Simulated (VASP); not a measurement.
The system is V.

```
V
1.0
     2.60429    0.00000    0.00000
    -1.30215    2.25538    0.00000
     0.00000    0.00000    4.72334
V
2
Direct
  0.33333 0.66667 0.25000
  0.66667 0.33333 0.75000
```

Base run:

| Item | Value |
| --- | --- |
| Program | VASP 6.6.1 |
| Functional | PBE |
| Potentials or basis | VASP PAW PBE potentials, release 64 (V_sv) |
| Cutoff | 520 eV |
| k mesh | 10 × 10 × 5 |
| Occupations | fermi-dirac, width 0.05 eV |
| Spin | collinear spin, ferromagnetic start |
| Starting moments | [1.5, 1.5] μB |
| Fixed moment | 3 μB |

Its results: pressure 9.1 GPa; site moments V +1.27 μB.

Task: After a change of settings the same cell gave: pressure 0.7 GPa; site moments V +0.42 μB. Which change was it?
A. fixed moment from 3 μB to 6 μB; moments at the start from [1.5, 1.5] to [3.0, 3.0]
B. fixed moment from 3 μB to 8 μB; moments at the start from [1.5, 1.5] to [4.0, 4.0]
C. fixed moment from 3 μB to 1 μB; moments at the start from [1.5, 1.5] to [0.5, 0.5]

Result: C.

Caveats: the total moment is fixed, so each spin has its own Fermi level.
